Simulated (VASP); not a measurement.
# MgS (Niningerite) (Fm-3m) in VASP: further runs

The runs below take MgS (Niningerite) through single point, with PBE.

All numbers are computed with VASP 6.6.1; they aren't measurements. Logs are shortened: lines on timing, memory, paths and dates and some standing lists are left out, and cuts for length are marked.

**1. The cell of the first run**

The structure is cubic, space group Fm-3m (No. 225). Conventional cell: a = 5.024 Å, b = 5.024 Å, c = 5.024 Å, α = 90.00°, β = 90.00°, γ = 90.00°. Mg (site symmetry m-3m) has 6 S at 2.51 Å within 3.3 Å. S (site symmetry m-3m) has 6 Mg at 2.51 Å within 3.3 Å.

**2. Single point, PBE**

File INCAR:

```
PREC     = Accurate       # precision mode
ENCUT    = 520            # plane-wave cutoff, eV
EDIFF    = 1E-6           # SCF threshold, eV
ISMEAR   = 0              # smearing method
SIGMA    = 0.01           # smearing width, eV
LREAL    = False          # projectors in reciprocal space
LASPH    = True           # aspherical terms in the spheres
NELM     = 80             # most SCF steps
ALGO     = Normal         # electronic algorithm
ISIF     = 2              # what is computed and relaxed
LWAVE    = False          # write WAVECAR
LCHARG   = False          # write CHGCAR
GGA      = PE             # functional
NBANDS   = 11             # bands
```

File KPOINTS:

```
Automatic mesh
0
Gamma
  6 6 6
```

File POSCAR:

```
MgS
1.0
    0.0000000000      2.5118654575      2.5118654575
    2.5118654575      0.0000000000      2.5118654575
    2.5118654575      2.5118654575      0.0000000000
Mg S
1 1
Direct
    0.0000000000      0.0000000000      0.0000000000
    0.5000000000      0.5000000000      0.5000000000
```

Potentials or basis: VASP PAW PBE potentials, release 64 (Mg, S).

Command:

```console
$ cat potpaw_PBE.64/Mg/POTCAR potpaw_PBE.64/S/POTCAR > POTCAR
$ mpirun -np 1 vasp_std > vasp.out
```

OUTCAR:

```text
PREC = Accurate
   ENCUT = 520
   EDIFF = 1E-6
   ISMEAR = 0
   LREAL = False
   LASPH = True
   NELM = 80
   ISIF = 2
   GGA = PE

 ion  position               nearest neighbor table
   1  0.000  0.000  0.000-   2 2.51   2 2.51   2 2.51   2 2.51   2 2.51   2 2.51
   2  0.500  0.500  0.500-   1 2.51   1 2.51   1 2.51   1 2.51   1 2.51   1 2.51

  LATTYP: Found a face centered cubic cell.
 ALAT       =     5.0237309150

  Lattice vectors:

 A1 = (   0.0000000000,   2.5118654575,   2.5118654575)
 A2 = (   2.5118654575,   0.0000000000,   2.5118654575)
 A3 = (   2.5118654575,   2.5118654575,   0.0000000000)

Analysis of symmetry for initial positions (statically):
=====================================================================
 Subroutine PRICEL returns:
 Original cell was already a primitive cell.

 Routine SETGRP: Setting up the symmetry group for a
 face centered cubic supercell.

 Subroutine GETGRP returns: Found 48 space group operations
[... 9 lines left out ...]

 Routine SETGRP: Setting up the symmetry group for a
 face centered cubic supercell.

 Subroutine GETGRP returns: Found 48 space group operations
[... 11 lines left out ...]
                                     Primitive cell

  volume of cell :      31.6971

  direct lattice vectors                    reciprocal lattice vectors
     0.000000000  2.511865457  2.511865457    -0.199055247  0.199055247  0.199055247
     2.511865457  0.000000000  2.511865457     0.199055247 -0.199055247  0.199055247
     2.511865457  2.511865457  0.000000000     0.199055247  0.199055247 -0.199055247

  length of vectors
     3.552314197  3.552314197  3.552314197     0.344773802  0.344773802  0.344773802

  position of ions in fractional coordinates (direct lattice)
     0.000000000  0.000000000  0.000000000
     0.500000000  0.500000000  0.500000000

  ion indices of the primitive-cell ions
   primitive index   ion index
                 1           1
                 2           2

----------------------------------------------------------------------------------------

 KPOINTS: Automatic mesh

Automatic generation of k-mesh.
 Grid dimensions read from file:
 generate k-points for:    6    6    6

 Generating k-lattice:

  Cartesian coordinates                     Fractional coordinates (reciprocal lattice)
    -0.033175875  0.033175875  0.033175875     0.166666667  0.000000000  0.000000000
     0.033175875 -0.033175875  0.033175875     0.000000000  0.166666667  0.000000000
     0.033175875  0.033175875 -0.033175875     0.000000000  0.000000000  0.166666667

  Length of vectors
     0.057462300  0.057462300  0.057462300

  Shift w.r.t. Gamma in fractional coordinates (k-lattice)
     0.000000000  0.000000000  0.000000000

 Subroutine IBZKPT returns following result:
 ===========================================

 Found     16 irreducible k-points:

 Following reciprocal coordinates:
            Coordinates               Weight
  0.000000  0.000000  0.000000      1.000000
  0.166667  0.000000  0.000000      8.000000
  0.333333  0.000000  0.000000      8.000000
  0.500000  0.000000  0.000000      4.000000
  0.166667  0.166667  0.000000      6.000000
  0.333333  0.166667  0.000000     24.000000
[... 8 lines left out ...]
 -0.333333  0.333333  0.166667     24.000000
 -0.333333  0.500000  0.166667     12.000000
   k-points           NKPTS =     16   k-points in BZ     NKDIM =     16   number of bands    NBANDS=     11
   number of dos      NEDOS =    301   number of ions     NIONS =      2
   total plane-waves  NPLWV =  21952
   dimension x,y,z NGX =    28 NGY =   28 NGZ =   28
   dimension x,y,z NGXF=    56 NGYF=   56 NGZF=   56
   ions per type =               1   1
   NGX,Y,Z   is equivalent  to a cutoff of  13.10, 13.10, 13.10 a.u.
   NGXF,Y,Z  is equivalent  to a cutoff of  26.21, 26.21, 26.21 a.u.
 SYSTEM =  unknown system
   PREC   = accura    normal or accurate (medium, high low for compatibility)
   ISTART =      0    job   : 0-new  1-cont  2-samecut
   ICHARG =      2    charge: 1-file 2-atom 10-const
   ISPIN  =      1    spin polarized calculation?
   LNONCOLLINEAR =      F non collinear calculations
   LSORBIT =      F    spin-orbit coupling
   LASPH  =      T    aspherical Exc in radial PAW
   ENCUT  =  520.0 eV  38.22 Ry    6.18 a.u.   6.60  6.60  6.60*2*pi/ulx,y,z
   NELM   =     80;   NELMIN=  2; NELMDL= -5     # of ELM steps
   EDIFF  = 0.1E-05   stopping-criterion for ELM
   LREAL  =      F    real-space projection
   EDIFFG = 0.1E-04   stopping-criterion for IOM
   NSW    =      0    number of steps for IOM
   IBRION =     -1    ionic relax: 0-MD 1-quasi-New 2-CG
   NFREE  =      0    steps in history (QN), initial steepest desc. (CG)
   ISIF   =      2    stress and relaxation
   ISYM   =      2    0-nonsym 1-usesym 2-fastsym
   POTIM  = 0.5000    time-step for ionic-motion
   TEBEG  =    0.0;   TEEND  =   0.0 temperature during run
   PSTRESS=    0.0 pullay stress
   NELECT =       8.0000    total number of electrons
   NUPDOWN=      -1.0000    fix difference up-down
   EMIN   =  10.00;   EMAX   =-10.00  energy-range for DOS
   EFERMI =   0.00;   METHOD = LEGACY
   ISMEAR =     0;   SIGMA  =   0.01  broadening in eV -4-tet -1-fermi 0-gaus
   EFERMI_NEDOS =   21; number of points for ismear=-14 and -15
   IALGO  =     38    algorithm
   IMIX   =      4    mixing-type and parameters
     AMIX     =   0.40;   BMIX     =  1.00
     AMIX_MAG =   1.60;   BMIX_MAG =  1.00
  volume/ion in A,a.u.               =      15.85       106.95
  Fermi-wavevector in a.u.,A,eV,Ry     =   1.034582  1.955077 14.563144  1.070361
  Thomas-Fermi vector in A             =   2.168885
   LORBIT       =      0    0 simple, 1 ext, 2 COOP (PROOUT), +10 PAW based schemes
   GGA     = PE    functional components
   LHFCALC =     F    Hartree Fock is set to
   AEXX    =    0.0000 exact exchange contribution
   IVDW    =     0    specifies the selected vdW correction
   LEPSILON=     F    determine dielectric tensor
   LRPA    =     F    only Hartree local field effects (RPA)
 non-spin polarized calculation
 Gauss-broadening in eV      SIGMA  =   0.01
  energy-cutoff  :      520.00
  volume of cell :       31.70
 maximum number of plane-waves:       869
 NGX is ok and might be reduce to    28
   NGX = 13   NGY = 13   NGZ = 13

 number of electron       8.0000001 magnetization

 Free energy of the ion-electron system (eV)
  ---------------------------------------------------
  ext. energy  EPLUGINS =         0.00000000
  ---------------------------------------------------
  free energy    TOTEN  =        -8.37607165 eV

  energy without entropy =       -8.37607165  energy(sigma->0) =       -8.37607165

 E-fermi :   4.7661     XC(G=0): -10.1302

 val. band max:        4.7249396843   @ k =   0.0000   0.0000   0.0000
 cond. band min:       7.7198505711   @ k =   0.5000   0.5000   0.0000
 fundamental gap:      2.9949108868
 Fermi energy:         4.7660503620

 k-point     1 :       0.0000    0.0000    0.0000
  band No.  band energies     occupation
      1      -8.5886      2.00000
      2       4.7249      2.00000
      3       4.7249      2.00000
      4       4.7249      2.00000
      5       9.3252      0.00000
      6      12.5856      0.00000
      7      12.5856      0.00000
      8      12.5856      0.00000
      9      15.1739      0.00000
     10      15.1739      0.00000
     11      17.4924      0.00000

 k-point     2 :       0.1667    0.0000    0.0000
  band No.  band energies     occupation
      1      -8.2779      2.00000
      2       2.9632      2.00000
      3       4.5149      2.00000
      4       4.5149      2.00000
      5      10.2095      0.00000
      6      12.5917      0.00000
      7      12.9504      0.00000
      8      12.9504      0.00000
      9      14.5428      0.00000
     10      14.5428      0.00000
     11      17.9531      0.00000

 k-point     3 :       0.3333    0.0000    0.0000
  band No.  band energies     occupation
      1      -7.5088      2.00000
      2       0.4632      2.00000
      3       4.1580      2.00000
      4       4.1580      2.00000
      5       9.7154      0.00000
      6      12.1732      0.00000
      7      12.1732      0.00000
      8      15.0906      0.00000
      9      16.5031      0.00000
     10      16.5031      0.00000
     11      16.8823      0.00000

 k-point     4 :       0.5000    0.0000    0.0000
  band No.  band energies     occupation
      1      -6.9951      2.00000
      2      -0.6956      2.00000
      3       4.0028      2.00000
      4       4.0028      2.00000
      5       9.4138      0.00000
      6      11.7411      0.00000
      7      11.7411      0.00000
      8      15.9873      0.00000
      9      17.5327      0.00000
     10      19.5246      0.00000
     11      19.5246      0.00000

 k-point     5 :       0.1667    0.1667    0.0000
  band No.  band energies     occupation
      1      -8.1768      2.00000
      2       3.0960      2.00000
      3       4.0985      2.00000
      4       4.0985      2.00000
      5      10.8637      0.00000
      6      11.0390      0.00000
      7      12.9605      0.00000
      8      13.9342      0.00000
      9      13.9342      0.00000
     10      15.6681      0.00000
     11      19.7990      0.00000
[... 99 lines left out ...]
 k-point    13 :       0.5000    0.5000    0.0000
  band No.  band energies     occupation
      1      -6.5347      2.00000
      2      -0.0514      2.00000
      3       2.7921      2.00000
      4       2.7921      2.00000
      5       7.7199      0.00000
      6       8.7635      0.00000
      7      17.8064      0.00000
      8      17.8379      0.00000
      9      19.2241      0.00000
     10      19.2241      0.00000
     11      21.0266      0.00000

 k-point    14 :       0.5000    0.3333    0.1667
  band No.  band energies     occupation
      1      -6.9738      2.00000
      2       0.6127      2.00000
      3       2.1794      2.00000
      4       3.2795      2.00000
      5      10.3604      0.00000
      6      11.2979      0.00000
      7      12.3865      0.00000
      8      15.2115      0.00000
      9      16.7184      0.00000
     10      20.2729      0.00000
     11      20.8813      0.00000

 k-point    15 :      -0.3333    0.3333    0.1667
  band No.  band energies     occupation
      1      -6.6190      2.00000
      2       0.2837      2.00000
      3       1.6026      2.00000
      4       2.8868      2.00000
      5      10.3491      0.00000
      6      11.6543      0.00000
      7      13.7367      0.00000
      8      14.0265      0.00000
      9      17.5208      0.00000
     10      19.6676      0.00000
     11      21.1164      0.00000

 k-point    16 :      -0.3333    0.5000    0.1667
  band No.  band energies     occupation
      1      -6.4893      2.00000
      2       0.4362      2.00000
      3       1.7463      2.00000
      4       2.2154      2.00000
      5       9.4702      0.00000
      6      10.8515      0.00000
      7      14.3700      0.00000
      8      14.9613      0.00000
      9      19.6386      0.00000
     10      20.7299      0.00000
     11      21.0962      0.00000

------------------------ aborting loop because EDIFF is reached ----------------------------------------

  FORCE on cell =-STRESS in cart. coord.  units (eV):
  Direction    XX          YY          ZZ          XY          YZ          ZX
  --------------------------------------------------------------------------------------
  -------------------------------------------------------------------------------------
  Total        2.1989859      2.1989859      2.1989859     -0.0000000     -0.0000000      0.0000000
  in kB      111.1511392    111.1511392    111.1511392     -0.0000000     -0.0000000      0.0000000
  external PRESSURE =     111.1511392 kB  Pullay stress =       0.0000000 kB

 VOLUME and BASIS-vectors are now :
 -----------------------------------------------------------------------------
  energy-cutoff  :      520.00
  volume of cell :       31.70
      direct lattice vectors                 reciprocal lattice vectors
     0.000000000  2.511865457  2.511865457    -0.199055247  0.199055247  0.199055247
     2.511865457  0.000000000  2.511865457     0.199055247 -0.199055247  0.199055247
     2.511865457  2.511865457  0.000000000     0.199055247  0.199055247 -0.199055247

 POSITION                                       TOTAL-FORCE (eV/Angst)
 -----------------------------------------------------------------------------------
      0.00000      0.00000      0.00000        -0.000000     -0.000000      0.000000
      2.51187      2.51187      2.51187         0.000000      0.000000      0.000000
 -----------------------------------------------------------------------------------
    total drift:                                0.000000      0.000000      0.000000

  FREE ENERGIE OF THE ION-ELECTRON SYSTEM (eV)
  ---------------------------------------------------
  free  energy   TOTEN  =        -8.3760716468 eV

  energy  without entropy=       -8.3760716468  energy(sigma->0) =       -8.37607165
```

Run time: 4.7 s. Hardware: 1 thread of Intel Xeon 6975P-C, shared host; peak memory 0.15 GiB.

What came out:

| Property | Result |
| --- | --- |
| Free energy | -8.3761 eV |
| Pressure | 11.1 GPa |
| Band gap on the k mesh | 3.00 eV, indirect (least direct gap 4.60 eV) |

Levels at points of the mesh, in eV from the valence-band top:
```
           k point  band 2  band 3  band 4  band 5  band 6  band 7
(0.00, 0.00, 0.00)    0.00    0.00    0.00    4.60    7.86    7.86
(0.50, 0.00, 0.00)   -5.42   -0.72   -0.72    4.69    7.02    7.02
(0.50, 0.50, 0.00)   -4.78   -1.93   -1.93    3.00    4.04   13.08
```

A k mesh can miss the band edges. PBE gaps usually lie below the measured ones, often by a third to a half.

**3. Single point, PBE**

This run uses another cell than the first one, of 16.29 Å³/atom, 1.028 times its volume.

File INCAR:

```
ALGO     = Normal         # electronic algorithm
EDIFF    = 1E-6           # SCF threshold, eV
ENCUT    = 520            # plane-wave cutoff, eV
GGA      = PE             # functional
ISIF     = 2              # what is computed and relaxed
ISMEAR   = 0              # smearing method
LASPH    = T              # aspherical terms in the spheres
LCHARG   = T              # write CHGCAR
LELF     = T              # ELF
LREAL    = F              # projectors in reciprocal space
LVHAR    = T            
LWAVE    = F              # write WAVECAR
NBANDS   = 11             # bands
NELM     = 60             # most SCF steps
PREC     = Accurate       # precision mode
SIGMA    = 0.01           # smearing width, eV
```

File KPOINTS:

```
k-points
0
Gamma
  6 6 6
```

File POSCAR:

```
MgS
1.0
    0.0000000000      2.5349113820      2.5349113820
    2.5349113820      0.0000000000      2.5349113820
    2.5349113820      2.5349113820      0.0000000000
Mg S
1 1
Direct
    0.0000000000      0.0000000000      0.0000000000
    0.5000000000      0.5000000000      0.5000000000
```

Potentials or basis: VASP PAW PBE potentials, release 64 (Mg, S).

Command:

```console
$ cat potpaw_PBE.64/Mg/POTCAR potpaw_PBE.64/S/POTCAR > POTCAR
$ mpirun -np 1 vasp_std > vasp.out
```

It took 7.5 s on 1 thread of Intel Xeon 6975P-C, shared host; peak memory 0.15 GiB.

The run converged. Its results:

| Property | Result |
| --- | --- |
| Free energy | -8.4287 eV |
| Pressure | 8.0 GPa |
| Band gap on the k mesh | 2.94 eV, indirect (least direct gap 4.36 eV) |

Levels at points of the mesh, in eV from the valence-band top:
| k point | band 1 | band 2 | band 3 | band 4 | band 5 | band 6 | band 7 | band 8 | band 9 |
| --- | --- | --- | --- | --- | --- | --- | --- | --- | --- |
| (0.00, 0.00, 0.00) | -13.14 | 0.00 | 0.00 | 0.00 | 4.36 | 7.89 | 7.89 | 7.89 | 10.43 |
| (0.50, 0.00, 0.00) | -11.62 | -5.26 | -0.69 | -0.69 | 4.65 | 6.99 | 6.99 | 10.97 | 12.62 |
| (0.50, 0.50, 0.00) | -11.19 | -4.62 | -1.86 | -1.86 | 2.94 | 4.14 | 12.79 | 13.04 | 14.20 |

(Continued in part 2 of 2.)
